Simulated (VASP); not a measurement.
A run of VASP 6.6.1 is set up as follows.

The input INCAR:

```
ALGO     = Normal         # electronic algorithm
EDIFF    = 1E-6           # SCF threshold, eV
ENCUT    = 600            # plane-wave cutoff, eV
GGA      = PS             # functional
GGA_COMPAT= F            
ISIF     = 2              # what is computed and relaxed
ISMEAR   = 0              # smearing method
LASPH    = T              # aspherical terms in the spheres
LCHARG   = T              # write CHGCAR
LELF     = T              # ELF
LREAL    = F              # projectors in reciprocal space
LVHAR    = T            
LWAVE    = F              # write WAVECAR
NBANDS   = 11             # bands
NELM     = 120            # most SCF steps
PREC     = Accurate       # precision mode
SIGMA    = 0.01           # smearing width, eV
```

Contents of KPOINTS:

```
k-points
0
Gamma
  6 6 6
```

The input POSCAR:

```
MgO
1.0
    0.0150839480      2.1013882475      2.0863042994
    2.1013882475      0.0150839480      2.0863042994
    2.1164721955      2.1164721955      0.0000000000
Mg O
1 1
Direct
    0.0000000000      0.0000000000      0.0000000000
    0.5000000000      0.5000000000      0.5000000000
```

Potentials or basis: VASP PAW PBE potentials, release 64 (Mg, O).

The run is started by

```console
$ cat potpaw_PBE.64/Mg/POTCAR potpaw_PBE.64/O/POTCAR > POTCAR
$ mpirun -np 1 vasp_std > vasp.out
```

Q: Predict the pressure.

A: 1.8 GPa.

Q: Estimate the band gap on the k mesh.

A: 4.71 eV, direct.

Stress tensor (GPa, compression positive):
```
 1.28 -2.10  0.00
-2.10  1.28  0.00
 0.00  0.00  2.86
```

Caveat: the k points lie up to 0.43 Å⁻¹ apart; the PAW data sets were made with another functional, which shifts forces and pressure a little.
